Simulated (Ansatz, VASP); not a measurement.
GdMn in VASP and in Ansatz

```
Gd Mn
1.0
     3.55096    0.00000    0.00000
     0.00000    3.44753    0.00000
     0.00000    0.00000    3.44753
Gd Mn
1 1
Cartesian
  0.0000 0.0000 0.0000
  1.7755 1.7238 1.7238
```

Change from the starting cell: strain e1 = +0.03, atoms carried along.

Alike in both runs: task single point; functional PBEsol; k mesh 10 × 10 × 10; occupations gaussian, width 0.05 eV; collinear spin.

|  | VASP | Ansatz |
| --- | --- | --- |
| version | VASP 6.6.1 | Ansatz 0.2.0 |
| potentials or method | VASP PAW PBE potentials, release 64 (Gd, Mn_pv), cutoff 520 eV | scalar-relativistic, plane waves, PAW |
| valence electrons in the cell | 31 | 33 |

```tsv
	VASP	Ansatz	Ansatz less VASP
gap on the k mesh at the Fermi level (eV)	none	none	-
pressure (GPa)	-1.3	-1.4	-0.08
traceless stress, the component that is largest in VASP (GPa)	-0.36	-0.36	+0.003
net moment per atom (μB)	2.03	2.03	-0.002
size of the moment on the site where the two differ most (μB)	7.00	7.18	+0.188
```

VASP's potentials were made for PBE, not for PBEsol. Site moments also hang on the region over which each program counts them. A gap of «none» marks a metal or a gap that the smearing closes. With one functional, cell and mesh, what is left measures potentials, basis and numerics. VASP's potentials hold 31 valence electrons a cell and Ansatz's 33, so a difference there can come from the potentials and not from the codes. Ansatz's warnings: given moment on shells.

Spin-orbit coupling is off throughout.
